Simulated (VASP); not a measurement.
## Al12NO: single point with PBE

The system is Al12NO, a slab with vacuum.

```
CELL_PARAMETERS angstrom
5.71430 0.00000 0.00000
0.00000 5.71430 0.00000
0.00000 0.00000 22.17502
ATOMIC_POSITIONS crystal
Al 0.25000 0.25000 0.18038
Al 0.25000 0.75000 0.18038
Al 0.75000 0.25000 0.18038
Al 0.75000 0.75000 0.18038
Al 0.00000 0.00000 0.27441
Al 0.00000 0.50000 0.27441
Al 0.50000 0.00000 0.27441
Al 0.50000 0.50000 0.27441
Al 0.25000 0.25000 0.36866
Al 0.25000 0.75000 0.36866
Al 0.75000 0.25000 0.36866
Al 0.75000 0.75000 0.36866
N 0.40725 0.50000 0.50395
O 0.59275 0.50000 0.50395
```

```json
{
  "Program": "VASP 6.6.1",
  "Task": "single point",
  "Functional": "PBE",
  "Potentials or basis": "VASP PAW PBE potentials, release 64 (Al, N, O)",
  "Cutoff": "520 eV",
  "k mesh": "5 × 5 × 1",
  "Occupations": "gaussian, width 0.1 eV",
  "Spin": "collinear spin, ferromagnetic start",
  "Starting moments": "[0.0, 0.0, 0.0, 0.0, 0.0, 0.0, 0.0, 0.0, 0.0, 0.0, 0.0, 0.0, 1.0, 0.0] μB",
  "Dipole correction": "yes",
  "Further INCAR settings": "ALGO = Fast; EDIFF = 1e-07; NBANDS = 40"
}
```

The largest force is 15.810 eV/Å, the net moment is 0.14 μB per cell and the site moments are Al -0.00, +0.00 (each value once); N +0.07; O +0.04 μB. The valence electrons inside the program's atomic spheres are Al 0.76; N 3.85; O 5.26.

Forces in eV/Å, atoms in the order of the input:
```
Al   -0.003   0.007   0.035
Al   -0.003  -0.007   0.035
Al   -0.002   0.005   0.016
Al   -0.002  -0.005   0.016
Al   -0.004   0.000   0.031
Al    0.020   0.000   0.048
Al    0.005   0.000   0.006
Al   -0.008   0.000   0.015
Al    0.019   0.007   0.026
Al    0.019  -0.007   0.026
Al    0.018  -0.042  -0.092
Al    0.018   0.042  -0.092
N   -15.808   0.000  -0.244
O    15.731   0.000   0.174
```

Levels at points of the mesh, in eV from the Fermi level:
Spin up:
```csv
k point,band 21,band 22,band 23,band 24,band 25,band 26,band 27,band 28
"(0.00, 0.00, 0.00)",-0.86,-0.75,-0.40,-0.15,-0.07,-0.04,-0.02,0.17
```
Spin down:
```csv
k point,band 20,band 21,band 22,band 23,band 24,band 25,band 26,band 27
"(0.00, 0.00, 0.00)",-0.91,-0.86,-0.75,-0.40,-0.07,-0.07,-0.04,-0.02
```

Run time: 38 min on 1 thread of Oxide Virtual Turin-like Processor, with other jobs on the host, peak memory 1.1 GiB.

Caveat: the standard files for N, O and F lose accuracy on very short bonds.
